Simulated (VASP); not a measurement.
Crystal: Hg.

```
Hg
1.0
     0.00000    2.25955    2.25955
     2.25955    0.00000    2.25955
     2.25955    2.25955    0.00000
Hg
1
Direct
  0.00000 0.00000 0.00000
```

```yaml
Program: VASP 6.6.1
Task: relaxation of cell and atoms
Functional: BLYP
Potentials_or_basis: VASP PAW PBE potentials, release 64 (Hg)
Cutoff: 600 eV
k_mesh: 12 × 12 × 12
Occupations: fermi-dirac, width 0.1 eV
Spin: no spin polarisation
```

At the start: pressure 12.9 GPa; volume 23.07 Å³/atom.

Question: How do energy, volume and symmetry change on relaxing?

Answer: Over 6 steps the energy falls by 455.9 meV/atom and the volume is 49.74 Å³/atom (+115.6 %); space group Fm-3m (No. 225, to 0.1 Å) before and after.

The path:
```tsv
step	energy change (eV)	largest force (eV/Å)	pressure (GPa)	volume (Å³)
1	0.0000	0.0000	12.95	23.07
2	-0.3038	0.0000	4.05	29.88
3	-0.3960	0.0000	1.80	35.20
4	-0.4554	0.0000	0.10	47.68
5	-0.4559	0.0000	0.04	48.80
6	-0.4559	0.0000	-0.01	49.74
```

Final structure:
```cif
data_structure
_symmetry_space_group_name_H-M 'P 1'
_symmetry_Int_Tables_number 1
_cell_length_a 4.1280
_cell_length_b 4.1280
_cell_length_c 4.1280
_cell_angle_alpha 60.000
_cell_angle_beta 60.000
_cell_angle_gamma 60.000
_cell_volume 49.74
loop_
_atom_site_label
_atom_site_type_symbol
_atom_site_fract_x
_atom_site_fract_y
_atom_site_fract_z
_atom_site_occupancy
Hg1 Hg 0.00000 0.00000 0.00000 1
```

Caveat: the volume moved by over 15 % at a fixed basis, so the end points are rough; the PAW data sets were made with another functional, which shifts forces and pressure a little.
